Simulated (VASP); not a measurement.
# CdS (R3m) in VASP: further runs

The runs below take CdS through single point, with r2SCAN.

Program: VASP 6.6.1. These are calculated values, not measurements. Logs are shortened: lines on timing, memory, paths and dates and some standing lists are left out, and cuts for length are marked.

## 1. The cell of the first run

The structure is trigonal, space group R3m (No. 160). The conventional cell has a = 3.990 Å, b = 3.990 Å, c = 10.553 Å, α = 90.00°, β = 90.00°, γ = 120.00°. Within 3.3 Å of Cd (site symmetry 3m) lie 4 S at 2.51 to 2.52 Å. S (site symmetry 3m) has 4 Cd at 2.51 to 2.52 Å within 3.3 Å.

## 2. Single point, r2SCAN (epitaxial 111 strain -4.0%)

Contents of POSCAR:

```
CdS
1.0
    0.1498470378      2.9714932872      2.9714932872
    2.9714932872      0.1498470378      2.9714932872
    2.9714932872      2.9714932872      0.1498470378
Cd S
1 1
Direct
    0.0057571676      0.0057571676      0.0057571676
    0.2442428324      0.2442428324      0.2442428324
```

Contents of INCAR.step1:

```
SYSTEM = CdS
ALGO = Normal
EDIFF = 1E-4
ENCUT = 520
GGA = PE
ISMEAR = 0
LASPH = .TRUE.
LCHARG = .FALSE.
LREAL = .FALSE.
LWAVE = .TRUE.
NBANDS = 16
NELM = 100
PREC = Accurate
SIGMA = 0.01
```

Contents of INCAR.step2:

```
SYSTEM = CdS
ALGO = Normal
EDIFF = 1E-7
ENCUT = 520
ISIF = 2
ISMEAR = 0
ISTART = 1
LASPH = .TRUE.
LCHARG = .FALSE.
LMIXTAU = .TRUE.
LREAL = .FALSE.
LWAVE = .FALSE.
METAGGA = R2SCAN
NBANDS = 16
NELM = 100
PREC = Accurate
SIGMA = 0.01
```

Contents of KPOINTS:

```
k-points
0
G
  8 8 8
  0 0 0
```

Potentials or basis: VASP PAW PBE potentials, release 64 (Cd, S).

Launch:

```console
$ cat potpaw_PBE.64/Cd/POTCAR potpaw_PBE.64/S/POTCAR > POTCAR
$ cp INCAR.step1 INCAR
$ mpirun -np 1 vasp_std > vasp.out
$ cp INCAR.step2 INCAR
$ mpirun -np 1 vasp_std > vasp.out
```

OUTCAR:

```text
SYSTEM = CdS
   EDIFF = 1E-7
   ENCUT = 520
   ISIF = 2
   ISMEAR = 0
   ISTART = 1
   LASPH = .TRUE.
   LREAL = .FALSE.
   METAGGA = R2SCAN
   NELM = 100
   PREC = Accurate

 ion  position               nearest neighbor table
   1  0.006  0.006  0.006-   2 2.51   2 2.51   2 2.51   2 2.52
   2  0.244  0.244  0.244-   1 2.51   1 2.51   1 2.51   1 2.52

  LATTYP: Found a trigonal (rhomboedric) cell.
 ALAT       =     4.2049968902
 COS(alpha) =     0.5497292118

  Lattice vectors:

 A1 = (   0.1498470378,   2.9714932872,   2.9714932872)
 A2 = (   2.9714932872,   0.1498470378,   2.9714932872)
 A3 = (   2.9714932872,   2.9714932872,   0.1498470378)

Analysis of symmetry for initial positions (statically):
=====================================================================
 Subroutine PRICEL returns:
 Original cell was already a primitive cell.

 Routine SETGRP: Setting up the symmetry group for a
 trigonal (rhombohedral) supercell.

 Subroutine GETGRP returns: Found  6 space group operations
 (whereof  6 operations were pure point group operations)
 out of a pool of 12 trial point group operations.

The static configuration has the point symmetry C_3v.

Analysis of symmetry for dynamics (positions and initial velocities):
=====================================================================
 Subroutine PRICEL returns:
 Original cell was already a primitive cell.

 Routine SETGRP: Setting up the symmetry group for a
 trigonal (rhombohedral) supercell.

 Subroutine GETGRP returns: Found  6 space group operations
 (whereof  6 operations were pure point group operations)
 out of a pool of 12 trial point group operations.

The dynamic configuration has the point symmetry C_3v.

 Subroutine INISYM returns: Found  6 space group operations
 (whereof  6 operations are pure point group operations),
 and found     1 'primitive' translations

----------------------------------------------------------------------------------------

                                     Primitive cell

  volume of cell :      48.5092

  direct lattice vectors                    reciprocal lattice vectors
     0.149847038  2.971493287  2.971493287    -0.181559609  0.172843428  0.172843428
     2.971493287  0.149847038  2.971493287     0.172843428 -0.181559609  0.172843428
     2.971493287  2.971493287  0.149847038     0.172843428  0.172843428 -0.181559609

  length of vectors
     4.204996890  4.204996890  4.204996890     0.304489068  0.304489068  0.304489068

  position of ions in fractional coordinates (direct lattice)
     0.005757168  0.005757168  0.005757168
     0.244242832  0.244242832  0.244242832

  ion indices of the primitive-cell ions
   primitive index   ion index
                 1           1
                 2           2

----------------------------------------------------------------------------------------

 KPOINTS: k-points

Automatic generation of k-mesh.
 Grid dimensions read from file:
 generate k-points for:    8    8    8

 Generating k-lattice:

  Cartesian coordinates                     Fractional coordinates (reciprocal lattice)
    -0.022694951  0.021605428  0.021605428     0.125000000  0.000000000  0.000000000
     0.021605428 -0.022694951  0.021605428     0.000000000  0.125000000  0.000000000
     0.021605428  0.021605428 -0.022694951     0.000000000  0.000000000  0.125000000

  Length of vectors
     0.038061134  0.038061134  0.038061134

  Shift w.r.t. Gamma in fractional coordinates (k-lattice)
     0.000000000  0.000000000  0.000000000

 Subroutine IBZKPT returns following result:
 ===========================================

 Found     65 irreducible k-points:

 Following reciprocal coordinates:
            Coordinates               Weight
  0.000000  0.000000  0.000000      1.000000
  0.125000  0.000000  0.000000      6.000000
  0.250000  0.000000  0.000000      6.000000
  0.375000  0.000000 -0.000000      6.000000
  0.500000  0.000000  0.000000      3.000000
  0.125000  0.125000  0.000000      6.000000
[... 16 lines left out ...]
  0.250000  0.125000  0.125000      6.000000
  0.375000  0.125000  0.125000      6.000000
 [... further k-points ...]
   k-points           NKPTS =     65   k-points in BZ     NKDIM =     65   number of bands    NBANDS=     16
   number of dos      NEDOS =    301   number of ions     NIONS =      2
   total plane-waves  NPLWV =  32768
   dimension x,y,z NGX =    32 NGY =   32 NGZ =   32
   dimension x,y,z NGXF=    64 NGYF=   64 NGZF=   64
   ions per type =               1   1
   NGX,Y,Z   is equivalent  to a cutoff of  12.65, 12.65, 12.65 a.u.
   NGXF,Y,Z  is equivalent  to a cutoff of  25.30, 25.30, 25.30 a.u.
 SYSTEM =  CdS
   PREC   = accura    normal or accurate (medium, high low for compatibility)
   ISTART =      1    job   : 0-new  1-cont  2-samecut
   ICHARG =      0    charge: 1-file 2-atom 10-const
   ISPIN  =      1    spin polarized calculation?
   LNONCOLLINEAR =      F non collinear calculations
   LSORBIT =      F    spin-orbit coupling
   LASPH  =      T    aspherical Exc in radial PAW
   ENCUT  =  520.0 eV  38.22 Ry    6.18 a.u.   7.82  7.82  7.82*2*pi/ulx,y,z
   NELM   =    100;   NELMIN=  2; NELMDL=  0     # of ELM steps
   EDIFF  = 0.1E-06   stopping-criterion for ELM
   LREAL  =      F    real-space projection
   EDIFFG = 0.1E-05   stopping-criterion for IOM
   NSW    =      0    number of steps for IOM
   IBRION =     -1    ionic relax: 0-MD 1-quasi-New 2-CG
   NFREE  =      0    steps in history (QN), initial steepest desc. (CG)
   ISIF   =      2    stress and relaxation
   ISYM   =      2    0-nonsym 1-usesym 2-fastsym
   POTIM  = 0.5000    time-step for ionic-motion
   TEBEG  =    0.0;   TEEND  =   0.0 temperature during run
   PSTRESS=    0.0 pullay stress
   NELECT =      18.0000    total number of electrons
   NUPDOWN=      -1.0000    fix difference up-down
   EMIN   =  10.00;   EMAX   =-10.00  energy-range for DOS
   EFERMI =   0.00;   METHOD = LEGACY
   ISMEAR =     0;   SIGMA  =   0.01  broadening in eV -4-tet -1-fermi 0-gaus
   EFERMI_NEDOS =   21; number of points for ismear=-14 and -15
   IALGO  =     38    algorithm
   IMIX   =      4    mixing-type and parameters
     AMIX     =   0.40;   BMIX     =  1.00
     AMIX_MAG =   1.60;   BMIX_MAG =  1.00
  volume/ion in A,a.u.               =      24.25       163.68
  Fermi-wavevector in a.u.,A,eV,Ry     =   1.176407  2.223086 18.829550  1.383933
  Thomas-Fermi vector in A             =   2.312771
   LORBIT       =      0    0 simple, 1 ext, 2 COOP (PROOUT), +10 PAW based schemes
   METAGGA = R2SCAN    functional components
   LHFCALC =     F    Hartree Fock is set to
   AEXX    =    0.0000 exact exchange contribution
   IVDW    =     0    specifies the selected vdW correction
   LEPSILON=     F    determine dielectric tensor
   LRPA    =     F    only Hartree local field effects (RPA)
 non-spin polarized calculation
 Gauss-broadening in eV      SIGMA  =   0.01
  energy-cutoff  :      520.00
  volume of cell :       48.51
 maximum number of plane-waves:      1334
   NGX = 15   NGY = 15   NGZ = 15

 number of electron      18.0000003 magnetization

 Free energy of the ion-electron system (eV)
  ---------------------------------------------------
  ext. energy  EPLUGINS =         0.00000000
  ---------------------------------------------------
  free energy    TOTEN  =       -29.63048183 eV

  energy without entropy =      -29.63048183  energy(sigma->0) =      -29.63048183

 E-fermi :   1.4214     XC(G=0):  -9.8528

 val. band max:        1.3623685257   @ k =   0.0000   0.0000   0.0000
 cond. band min:       2.7959440929   @ k =   0.0000   0.0000   0.0000
 fundamental gap:      1.4335755671
 Fermi energy:         1.4214221827

 k-point     1 :       0.0000    0.0000    0.0000
  band No.  band energies     occupation
      1     -11.7510      2.00000
      2      -6.8404      2.00000
      3      -6.7760      2.00000
      4      -6.7760      2.00000
      5      -6.2681      2.00000
      6      -6.2681      2.00000
[... 8 lines left out ...]
     15      13.2947      0.00000
     16      13.3196      0.00000

 k-point     2 :       0.1250    0.0000    0.0000
  band No.  band energies     occupation
      1     -11.6816      2.00000
      2      -6.8172      2.00000
      3      -6.7530      2.00000
      4      -6.7144      2.00000
      5      -6.2721      2.00000
      6      -6.2669      2.00000
[... 8 lines left out ...]
     15      12.7419      0.00000
     16      13.8060      0.00000

 k-point     3 :       0.2500    0.0000    0.0000
  band No.  band energies     occupation
      1     -11.5131      2.00000
      2      -6.7559      2.00000
      3      -6.7057      2.00000
      4      -6.5072      2.00000
      5      -6.2714      2.00000
      6      -6.2530      2.00000
[... 8 lines left out ...]
     15      12.7422      0.00000
     16      12.9820      0.00000

 k-point     4 :       0.3750    0.0000   -0.0000
  band No.  band energies     occupation
      1     -11.3451      2.00000
      2      -6.7021      2.00000
      3      -6.6733      2.00000
      4      -6.2693      2.00000
      5      -6.2200      2.00000
      6      -6.1066      2.00000
[... 8 lines left out ...]
     15      12.9098      0.00000
     16      13.9354      0.00000
[... 324 lines left out ...]
 k-point    22 :       0.1250    0.1250    0.1250
  band No.  band energies     occupation
      1     -11.6914      2.00000
      2      -6.7829      2.00000
      3      -6.7544      2.00000
      4      -6.7544      2.00000
      5      -6.2684      2.00000
      6      -6.2684      2.00000
[... 8 lines left out ...]
     15      12.8202      0.00000
     16      14.0843      0.00000

 k-point    23 :       0.2500    0.1250    0.1250
  band No.  band energies     occupation
      1     -11.5938      2.00000
      2      -6.7350      2.00000
      3      -6.7286      2.00000
      4      -6.6537      2.00000
      5      -6.2787      2.00000
      6      -6.2569      2.00000
[... 8 lines left out ...]
     15      12.6449      0.00000
     16      14.7549      0.00000

 k-point    24 :       0.3750    0.1250    0.1250
  band No.  band energies     occupation
      1     -11.4263      2.00000
      2      -6.6874      2.00000
      3      -6.6778      2.00000
      4      -6.3869      2.00000
      5      -6.2677      2.00000
      6      -6.2362      2.00000
[... 8 lines left out ...]
     15      13.0200      0.00000
     16      13.9183      0.00000

 [... further k-points ...]

------------------------ aborting loop because EDIFF is reached ----------------------------------------

  FORCE on cell =-STRESS in cart. coord.  units (eV):
  Direction    XX          YY          ZZ          XY          YZ          ZX
  --------------------------------------------------------------------------------------
  -------------------------------------------------------------------------------------
  Total        0.9332733      0.9332733      0.9332733     -0.4098843     -0.4098843     -0.4098843
  in kB       30.8244255     30.8244255     30.8244255    -13.5377785    -13.5377785    -13.5377785
  external PRESSURE =      30.8244255 kB  Pullay stress =       0.0000000 kB

 VOLUME and BASIS-vectors are now :
 -----------------------------------------------------------------------------
  energy-cutoff  :      520.00
  volume of cell :       48.51
      direct lattice vectors                 reciprocal lattice vectors
     0.149847038  2.971493287  2.971493287    -0.181559609  0.172843428  0.172843428
     2.971493287  0.149847038  2.971493287     0.172843428 -0.181559609  0.172843428
     2.971493287  2.971493287  0.149847038     0.172843428  0.172843428 -0.181559609

 POSITION                                       TOTAL-FORCE (eV/Angst)
 -----------------------------------------------------------------------------------
      0.03508      0.03508      0.03508         0.004397      0.004397      0.004397
      1.48813      1.48813      1.48813        -0.004397     -0.004397     -0.004397
 -----------------------------------------------------------------------------------
    total drift:                               -0.000666     -0.000666     -0.000666

  FREE ENERGIE OF THE ION-ELECTRON SYSTEM (eV)
  ---------------------------------------------------
  free  energy   TOTEN  =       -29.6304818303 eV

  energy  without entropy=      -29.6304818303  energy(sigma->0) =      -29.63048183
```

Run time: 98 s. Hardware: 1 thread of Intel Xeon Platinum 8488C (Sapphire Rapids), shared host; peak memory 0.21 GiB.

Results:

| Property | Result |
| --- | --- |
| Free energy | -29.6305 eV |
| Pressure | 3.1 GPa |
| Largest force | 0.008 eV/Å |
| Band gap on the k mesh | 1.43 eV, direct |

Forces in eV/Å, atoms in the order of the input:
```
Cd   0.004  0.004  0.004
S   -0.004 -0.004 -0.004
```

Caveat: the cell differs from its parent crystal (epitaxial 111 strain -4.0%); the PAW data sets were made with another functional, which shifts forces and pressure a little.

[end of part 1 of 2]
